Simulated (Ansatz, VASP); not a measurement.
# One calculation of Be4Ga2C, two programs

```
CELL_PARAMETERS angstrom
4.51655 0.00000 0.00000
0.00000 4.51655 0.00000
0.00000 0.00000 3.69256
ATOMIC_POSITIONS crystal
Be 0.24689 0.50000 0.21129
Be 0.75311 0.50000 0.21129
Be 0.50000 0.24689 0.21129
Be 0.50000 0.75311 0.21129
Ga 0.50000 0.00000 0.55192
Ga 0.00000 0.50000 0.55192
C 0.00000 0.00000 0.66678
```

Alike in both runs: task relaxation of cell and atoms; functional PBE; k mesh 4 × 4 × 6; occupations gaussian, width 0.1 eV; no spin polarisation.

|  | VASP | Ansatz |
| --- | --- | --- |
| version | VASP 6.6.1 | Ansatz 0.2.0 |
| potentials or method | VASP PAW PBE potentials, release 64 (Be, Ga_d, C), cutoff 600 eV | scalar-relativistic, plane waves, PAW |
| valence electrons in the cell | 38 | 38 |

Ansatz gave:

```
gap on the k mesh at the Fermi level, each at its own relaxed structure (eV) : none
relaxed volume (Å³/atom)                                                     : 13.46
relaxed length of the cell vector where the two differ most in proportion (Å)              : 4.752
```

**Question.** Estimate VASP's values.

**Answer.** gap on the k mesh at the Fermi level, each at its own relaxed structure (eV): none; relaxed volume (Å³/atom): 14.07; relaxed length of the cell vector where the two differ most in proportion (Å): 4.861.

A gap of «none» marks a metal or a gap that the smearing closes.

Noted on VASP's run: the volume moved by over 15 % at a fixed basis, so the end points are rough.
